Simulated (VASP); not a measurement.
A run of VASP 6.6.1 is set up as follows.

INCAR

```
PREC = Accurate
ENCUT = 600
EDIFF = 1E-6
ISMEAR = -1
SIGMA = 0.05
LREAL = F
LASPH = T
NELM = 150
ALGO = Normal
ISIF = 3
LWAVE = F
LCHARG = F
LMAXMIX = 4
LDAU = T
LDAUTYPE = 2
LDAUL = 2 -1
LDAUU = 8 0
LDAUJ = 0 0
LDAUPRINT = 1
GGA = PS
IBRION = 2
NSW = 60
EDIFFG = -0.01
```

The input KPOINTS:

```
regular mesh
0
Gamma
  10 10 10
```

The input POSCAR:

```
WC
1.0
    0.0000000000      2.1926840000      2.1926840000
    2.1926840000      0.0000000000      2.1926840000
    2.1926840000      2.1926840000      0.0000000000
W C
1 1
Direct
    0.0000000000      0.0000000000      0.0000000000
    0.5000000000      0.5000000000      0.5000000000
```

Potentials or basis: VASP PAW PBE potentials, release 64 (W_sv, C).

The run is started by

```console
$ cat potpaw_PBE.64/W_sv/POTCAR potpaw_PBE.64/C/POTCAR > POTCAR
$ mpirun -np 1 vasp_std > vasp.out
```

What does it give for the space group after relaxing (to 0.05 Å)?

Fm-3m (No. 225).

What does it give for the relaxed cell?

a = 3.121 Å, b = 3.121 Å, c = 3.121 Å, α = 60.00°, β = 60.00°, γ = 60.00°.

Eigenvalues of the final occupation matrices:
| site | spin | trace | eigenvalues |
| --- | --- | --- | --- |
| site 1 d | 1 | 1.60 | 0.32 0.32 0.32 0.32 0.32 |
| site 1 d | 2 | 1.60 | 0.32 0.32 0.32 0.32 0.32 |

Caveat: the bands computed are all filled at some k points, so no gap is given; spin-orbit coupling is left out, which moves the levels of the heavy elements; the U is typed as a test and isn't derived for this compound.
